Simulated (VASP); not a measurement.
# Sc: single point with PBEsol

The system is Sc.

```
Sc
1.0
     3.27692    0.00000    0.00000
    -1.63846    2.83790    0.00000
     0.00000    0.00000    5.28570
Sc
2
Direct
  0.33333 0.66667 0.25000
  0.66667 0.33333 0.75000
```

- Program: VASP 6.6.1
- Task: single point
- Functional: PBEsol
- Potentials or basis: VASP PAW PBE potentials, release 64 (Sc_sv)
- Cutoff: 520 eV
- k mesh: 15 × 15 × 10
- Occupations: gaussian, width 0.15 eV
- Spin: no spin polarisation

| Property | Result |
| --- | --- |
| Pressure | -1.9 GPa |
| Band gap on the k mesh | zero (band 11 reaches 4.44 eV, above the bottom of band 12 at 3.13 eV) |

Stress tensor (GPa, compression positive):
```
-1.06  0.00  0.00
 0.00 -1.06  0.00
 0.00  0.00 -3.67
```

Levels at points of the mesh, in eV from the Fermi level:
| k point | band 9 | band 10 | band 11 | band 12 | band 13 | band 14 |
| --- | --- | --- | --- | --- | --- | --- |
| (0.00, 0.00, 0.00) | -5.15 | -1.72 | 0.38 | 1.62 | 1.62 | 1.66 |
| (0.00, 0.00, 0.50) | -3.67 | -3.67 | 0.84 | 0.84 | 1.57 | 1.57 |

Run time: 93 s on 1 thread of Intel(R) Xeon(R) Platinum 8488C (Sapphire Rapids), with other jobs on the host, peak memory 0.24 GiB.

Caveat: the PAW data sets were made with another functional, which shifts forces and pressure a little.
